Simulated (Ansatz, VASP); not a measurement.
CdF2: VASP beside Ansatz

Contents of INCAR:

```
PREC = Accurate
ENCUT = 520
EDIFF = 1E-6
ISMEAR = -1
SIGMA = 0.05
LREAL = F
LASPH = T
NELM = 80
ALGO = Normal
ISIF = 2
LWAVE = F
LCHARG = F
GGA = CA
NBANDS = 20
```

File KPOINTS:

```
Automatic mesh
0
Gamma
  9 9 9
```

POSCAR

```
CdF2
1.0
    0.0000000000      2.6575901313      2.6575901313
    2.6575901313      0.0000000000      2.6575901313
    2.6575901313      2.6575901313      0.0000000000
Cd F
1 2
Direct
    0.0000000000      0.0000000000      0.0000000000
    0.7500000000      0.7500000000      0.7500000000
    0.2500000000      0.2500000000      0.2500000000
```

The input input.yaml:

```yaml
crystal:
  lattice:
    - [0.0, 2.6575901313, 2.6575901313]
    - [2.6575901313, 0.0, 2.6575901313]
    - [2.6575901313, 2.6575901313, 0.0]
  atoms:
    - { symbol: Cd, position: [0.0, 0.0, 0.0] }
    - { symbol: F, position: [0.75, 0.75, 0.75] }
    - { symbol: F, position: [0.25, 0.25, 0.25] }
kpoints:
  mp_grid: { grid: [9, 9, 9] }
scf:
  occupations: { method: fermi_dirac, width: 0.05 }
hamiltonian:
  xc: lda
  pseudopotentials: { kind: all_electron, lapw: { basis_error: 0.002 } }
output:
  forces: true
  stress: true
  eigenvalues: true
```

Change from the starting cell: volume scaled by 0.96.

Alike in both runs: task single point; functional LDA; k mesh 9 × 9 × 9; occupations fermi-dirac, width 0.05 eV; no spin polarisation.

|  | VASP | Ansatz |
| --- | --- | --- |
| version | VASP 6.6.1 | Ansatz 0.2.0 |
| potentials or method | VASP PAW LDA potentials, release 64 (Cd, F), cutoff 520 eV | all-electron LAPW, scalar-relativistic |

|  | VASP | Ansatz | Ansatz less VASP |
| --- | --- | --- | --- |
| gap on the k mesh at the Fermi level (eV) | 2.97 | 2.97 | +0.001 |
| least direct gap on the mesh (eV) | 3.37 | 3.36 | -0.005 |
| pressure (GPa) | 0.0 | -1.2 | -1.16 |

LDA's correlation is that of Perdew and Zunger in VASP and of Perdew and Wang (1992) in Ansatz. Ansatz ran all-electron here, and VASP with PAW potentials.
